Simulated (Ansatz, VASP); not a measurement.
Two plane-wave programs on Ce

```
Ce
1.0
     0.00000    2.42103    2.42103
     2.42103    0.00000    2.42103
     2.42103    2.42103    0.00000
Ce
1
Direct
  0.00000 0.00000 0.00000
```

Alike in both runs: functional RPBE; k mesh 11 × 11 × 11; occupations fermi-dirac, width 0.1 eV; no spin polarisation.

Ansatz relaxed the structure, and its values are those at the end. VASP's run is a single point on that final structure, the one shown.

|  | VASP | Ansatz |
| --- | --- | --- |
| version | VASP 6.6.1 | Ansatz 0.2.0 |
| potentials or method | VASP PAW PBE potentials, release 64 (Ce), cutoff 520 eV | plane waves (420 eV) with PAW, scalar-relativistic |
| valence electrons in the cell | 12 | 12 |

VASP gave:

* pressure (GPa): -0.2

Question: What did Ansatz give for the same quantities?

Answer: Pressure (GPa): 0.0.

VASP's potentials were made for PBE, not for RPBE. With one functional, cell and mesh, what is left measures potentials, basis and numerics.

Spin-orbit coupling is off throughout.
